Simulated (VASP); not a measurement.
Wanted: the native input for a VASP 6.6.1 run.

| Property | Result |
| --- | --- |
| Task | single point |
| Functional | PBE |
| Potentials or basis | VASP PAW PBE potentials, release 64 (As) |
| Cutoff | 520 eV |
| k mesh | 6 × 6 × 6 |
| Occupations | fermi-dirac, width 0.1 eV |
| Spin | no spin polarisation |
| Dipole correction | no |
| Further INCAR settings | ALGO = Normal; EDIFF = 1e-07; NBANDS = 12 |

The structure of As lies in POSCAR:

```
As
1.0
    1.8807968987      1.0858785957      3.5140619945
   -1.8807968987      1.0858785957      3.5140619945
    0.0000000000     -2.1717571915      3.5140619945
As
2
Direct
    0.2118200000      0.2247440000      0.2328240000
    0.7755240000      0.7755010000      0.7681290000
```

One way to write it, as run:

INCAR

```
SYSTEM = As
  PREC = Accurate
  ENCUT = 520
  EDIFF = 1E-7
  ISMEAR = -1
  SIGMA = 0.1
  LREAL = .FALSE.
  LASPH = .TRUE.
  NELM = 100
  ALGO = Normal
  ISIF = 2
  LWAVE = .FALSE.
  LCHARG = .FALSE.
  GGA = PE
  NBANDS = 12
```

KPOINTS

```
Automatic mesh
0
G
  6 6 6
  0 0 0
```

Potentials or basis: VASP PAW PBE potentials, release 64 (As).

Command:

```console
$ cat potpaw_PBE.64/As/POTCAR > POTCAR
$ mpirun -np 1 vasp_std > vasp.out
```

It gave:

| Quantity | Value |
| --- | --- |
| Pressure | 4.5 GPa |
| Largest force | 0.694 eV/Å |
| Band gap on the k mesh | zero (band 5 reaches 5.53 eV, above the bottom of band 6 at 5.11 eV) |

It took 19 s on 1 thread of Intel(R) Xeon(R) 6975P-C (Granite Rapids) (shared host), peak memory 0.2 GiB.
